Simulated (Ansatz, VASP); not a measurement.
# Na6PS3: VASP beside Ansatz

```xyz
10
Lattice="-5.3393 5.3393 5.3393 5.3393 -5.3393 5.3393 5.3393 5.3393 -5.3393" Properties=species:S:1:pos:R:3 pbc="T T T"
Na    2.7685    0.0000    0.0000
Na    7.9102    0.0000    0.0000
Na    0.0000    2.7685    0.0000
Na    0.0000    7.9102    0.0000
Na    0.0000    0.0000    2.7685
Na    0.0000    0.0000    7.9102
P     0.0000    0.0000    0.0000
S     5.3393    0.0000    0.0000
S     0.0000    5.3393    0.0000
S     0.0000    0.0000    5.3393
```

Alike in both runs: functional PBE; k mesh 6 × 6 × 6; occupations gaussian, width 0.1 eV; no spin polarisation.

Ansatz relaxed the structure, and its values are those at the end. VASP's run is a single point on that final structure, the one shown.

|  | VASP | Ansatz |
| --- | --- | --- |
| version | VASP 6.6.1 | Ansatz 0.2.0 |
| potentials or method | VASP PAW PBE potentials, release 64 (Na_pv, P, S), cutoff 520 eV | scalar-relativistic, plane waves, PAW |
| valence electrons in the cell | 65 | 77 |

|  | VASP | Ansatz | Ansatz less VASP |
| --- | --- | --- | --- |
| gap on the k mesh at the Fermi level (eV) | none | none | - |
| pressure (GPa) | 0.0 | 0.0 | -0.01 |
| rms of the force components (eV/Å) | 0.006 | 0.004 | -0.0027 |

A gap of «none» marks a metal or a gap that the smearing closes. VASP's potentials hold 65 valence electrons a cell and Ansatz's 77, so a difference there can come from the potentials and not from the codes.
